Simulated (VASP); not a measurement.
Here is a VASP 6.6.1 calculation.

File INCAR:

```
PREC = Accurate
ENCUT = 520
EDIFF = 1E-6
ISMEAR = 1
SIGMA = 0.1
LREAL = F
LASPH = T
NELM = 60
ALGO = Normal
ISIF = 2
LWAVE = F
LCHARG = F
GGA = CA
NBANDS = 49
```

KPOINTS

```
regular mesh
0
Gamma
  5 5 5
```

File POSCAR:

```
Rb2LiNbF6
1.0
    5.7528874500      0.0000000000      0.0000000000
    2.8764437250      4.9821466768      0.0000000000
    2.8764437250      1.6607155589      4.6972129334
Rb Li Nb F
2 1 1 6
Direct
    0.2500000000      0.2500000000      0.2500000000
    0.7500000000      0.7500000000      0.7500000000
    0.5000000000      0.5000000000      0.5000000000
    0.0000000000      0.0000000000      0.0000000000
    0.2522940019      0.2522940019      0.7477059981
    0.2522940019      0.7477059981      0.7477059981
    0.7477059981      0.7477059981      0.2522940019
    0.2522940019      0.7477059981      0.2522940019
    0.7477059981      0.2522940019      0.7477059981
    0.7477059981      0.2522940019      0.2522940019
```

Potentials or basis: VASP PAW LDA potentials, release 64 (Rb_sv, Li_sv, Nb_sv, F).

The run is started by

```bash
$ cat potpaw_LDA.64/Rb_sv/POTCAR potpaw_LDA.64/Li_sv/POTCAR potpaw_LDA.64/Nb_sv/POTCAR potpaw_LDA.64/F/POTCAR > POTCAR
$ mpirun -np 1 vasp_std > vasp.out
```

Estimate the band gap on the k mesh.

zero (bands 38 and 39 overlap by 0.16 eV).

What does it give for the largest force?

0.026 eV/Å.

Forces in eV/Å, atoms in the order of the input:
```
Rb   0.000  0.000  0.000
Rb   0.000  0.000  0.000
Li   0.000  0.000  0.000
Nb   0.000  0.000  0.000
F    0.019  0.011 -0.015
F    0.000 -0.022 -0.015
F   -0.019 -0.011  0.015
F    0.019 -0.011  0.015
F   -0.019  0.011 -0.015
F    0.000  0.022  0.015
```
